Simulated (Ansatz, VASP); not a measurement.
**One calculation of SnO2, two programs**

The input INCAR:

```
ALGO = Normal
EDIFF = 1E-6
ENCUT = 520
GGA = PE
ISIF = 2
ISMEAR = 0
IVDW = 12
LASPH = True
LCHARG = True
LELF = True
LREAL = False
LVHAR = True
LWAVE = False
NBANDS = 49
NELM = 100
PREC = Accurate
SIGMA = 0.05
```

File KPOINTS:

```
k-points
0
Gamma
  9 9 2
```

The input POSCAR:

```
SnO2
1.0
   -3.2372529198      0.0000000000      0.0000000000
   -1.6186264599     -2.8035432670      0.0000000000
   -2.9135276278     -1.6821259603     12.8754773976
Sn O
3 6
Direct
    0.3666766667      0.3666766667      0.4999833333
    0.9000100000     -0.0999900000      0.1666500000
   -0.1666566667     -0.1666566667      0.8333166667
    0.5205166556      0.5205166556      0.2435833518
    0.4538499889     -0.5461500111      0.9102500185
   -0.0128166778     -0.0128166778      0.5769166852
    0.2128366778      0.2128366778      0.7563833148
    0.7461700111     -0.2538299889      0.4230499815
    0.2795033444      0.2795033444      0.0897166482
```

Input for Ansatz:

```yaml
crystal:
  lattice:
    - [-3.2372529198, 0.0, 0.0]
    - [-1.6186264599, -2.803543267, 0.0]
    - [-2.9135276278, -1.6821259603, 12.8754773976]
  atoms:
    - { symbol: Sn, position: [0.3666766667, 0.3666766667, 0.4999833333] }
    - { symbol: Sn, position: [0.90001, -0.09999, 0.16665] }
    - { symbol: Sn, position: [-0.1666566667, -0.1666566667, 0.8333166667] }
    - { symbol: O, position: [0.5205166556, 0.5205166556, 0.2435833518] }
    - { symbol: O, position: [0.4538499889, -0.5461500111, 0.9102500185] }
    - { symbol: O, position: [-0.0128166778, -0.0128166778, 0.5769166852] }
    - { symbol: O, position: [0.2128366778, 0.2128366778, 0.7563833148] }
    - { symbol: O, position: [0.7461700111, -0.2538299889, 0.4230499815] }
    - { symbol: O, position: [0.2795033444, 0.2795033444, 0.0897166482] }
basis:
  ecutwfc: 520.0
kpoints:
  mp_grid: { grid: [9, 9, 2] }
hamiltonian:
  xc: pbe
  pseudopotentials: { kind: paw, azcp: { folder: soft_1 } }
  dispersion: d3bj
scf:
  occupations: { method: gaussian, width: 0.05 }
output:
  forces: true
  stress: true
  eigenvalues: true
```

Alike in both runs: task single point; functional PBE; dispersion D3(BJ); k mesh 9 × 9 × 2; occupations gaussian, width 0.05 eV; no spin polarisation.

```csv
,VASP,Ansatz
version,VASP 6.6.1,Ansatz 0.2.0
potentials or method,"VASP PAW PBE potentials, release 64 (Sn_d, O), cutoff 520 eV","scalar-relativistic, plane waves, PAW"
valence electrons in the cell,78,78
```

```tsv
	VASP	Ansatz	Ansatz less VASP
gap on the k mesh at the Fermi level (eV)	1.13	1.16	+0.026
least direct gap on the mesh (eV)	1.32	1.34	+0.020
pressure (GPa)	2.0	1.3	-0.67
traceless stress, the component that is largest in VASP (GPa)	3.61	4.04	+0.435
rms of the force components (eV/Å)	0.269	0.281	+0.0117
```

Atom by atom the forces differ by 0.027 eV/Å (rms over components).
